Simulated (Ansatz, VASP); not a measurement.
# One calculation of ZnSnP2, two programs

```
Zn Sn P
1.0
    -2.85117    2.85117    5.71700
     2.85117   -2.85117    5.71700
     2.85117    2.85117   -5.71700
Zn Sn P
2 2 4
Direct
  0.75000 0.25000 0.50000
  0.00000 0.00000 0.00000
  0.25000 0.75000 0.50000
  0.50000 0.50000 0.00000
  0.37500 0.35279 0.47779
  0.64721 0.12500 0.02221
  0.10279 0.62500 0.97779
  0.87500 0.89721 0.52221
```

Alike in both runs: functional PBE; k mesh 8 × 8 × 8; occupations gaussian, width 0.02 eV; no spin polarisation.

Ansatz relaxed the structure, and its values are those at the end. VASP's run is a single point on that final structure, the one shown.

|  | VASP | Ansatz |
| --- | --- | --- |
| version | VASP 6.6.1 | Ansatz 0.2.0 |
| potentials or method | VASP PAW PBE potentials, release 64 (Zn, Sn_d, P), cutoff 500 eV | scalar-relativistic, plane waves, PAW |
| valence electrons in the cell | 72 | 72 |

VASP gave:

| Item | Value |
| --- | --- |
| gap on the k mesh at the Fermi level (eV) | 0.69 |
| least direct gap on the mesh (eV) | 0.69 |
| pressure (GPa) | 0.0 |
| rms of the force components (eV/Å) | 0.009 |

Question: Which values does Ansatz return?

Answer: gap on the k mesh at the Fermi level (eV): 0.68; least direct gap on the mesh (eV): 0.68; pressure (GPa): 0.0; rms of the force components (eV/Å): 0.000.

With one functional, cell and mesh, what is left measures potentials, basis and numerics.
